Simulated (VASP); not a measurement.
SiO2 (Stishovite):

```
Si O
1.0
     4.18519    0.00000    0.00000
     0.00000    4.18519    0.00000
     0.00000    0.00000    2.71901
Si O
2 4
Direct
  0.00000 0.00000 0.00000
  0.50000 0.50000 0.50000
  0.30602 0.30602 0.00000
  0.19398 0.80602 0.50000
  0.69398 0.69398 0.00000
  0.80602 0.19398 0.50000
```

This cell differs from its parent crystal: uniaxial z strain +1.9%.

Base run:

- Program: VASP 6.6.1
- Functional: PBE
- Potentials or basis: VASP PAW PBE potentials, release 64 (Si, O)
- Cutoff: 520 eV
- k mesh: 6 × 6 × 10
- Occupations: fermi-dirac, width 0.02 eV
- Spin: no spin polarisation

Its results: band gap on the k mesh 5.14 eV, direct; pressure 2.8 GPa; largest force 0.074 eV/Å.

**Question.** The run is repeated on the same cell with these changes: functional from PBE to r2SCAN; occupations from fermi-dirac, width 0.02 eV to gaussian, width 0.01 eV. What comes out?

**Answer.** Band gap on the k mesh 6.09 eV, direct; pressure -6.5 GPa; largest force 0.015 eV/Å.

Caveats: the PAW data sets were made with another functional, which shifts forces and pressure a little (some runs).

A k mesh can miss the band edges.
